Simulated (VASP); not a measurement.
A run of VASP 6.6.1 is set up as follows.

Contents of INCAR:

```
  PREC = Accurate
  ENCUT = 520
  EDIFF = 1E-6
  ISMEAR = -1
  SIGMA = 0.1
  LREAL = F
  LASPH = T
  NELM = 80
  ALGO = Normal
  ISIF = 2
  LWAVE = F
  LCHARG = F
  GGA = PS
  NBANDS = 16
```

The input KPOINTS:

```
regular mesh
0
Gamma
  7 7 4
```

POSCAR

```
Si
1.0
    3.8313170000      0.0000000000      0.0000000000
   -1.9156590000      3.3180180000      0.0000000000
    0.0000000000      0.0000000000      6.3326220000
Si
4
Direct
    0.3333333333      0.6666666667      0.0630090000
    0.6666666667      0.3333333333      0.5630100000
    0.3333333333      0.6666666667      0.4369910000
    0.6666666667      0.3333333333      0.9369900000
```

Potentials or basis: VASP PAW PBE potentials, release 64 (Si).

The run is started by

```bash
$ cat potpaw_PBE.64/Si/POTCAR > POTCAR
$ mpirun -np 1 vasp_std > vasp.out
```

Problem. What does it give for the largest force?

Solution. 0.006 eV/Å.

Problem. Estimate the pressure.

Solution. -0.3 GPa.

Problem. Estimate the band gap on the k mesh.

Solution. 0.36 eV, indirect (least direct gap 0.95 eV).

Stress tensor (GPa, compression positive):
```
-0.29  0.00  0.00
 0.00 -0.29  0.00
 0.00  0.00 -0.42
```

Caveat: the PAW data sets were made with another functional, which shifts forces and pressure a little. A k mesh can miss the band edges.
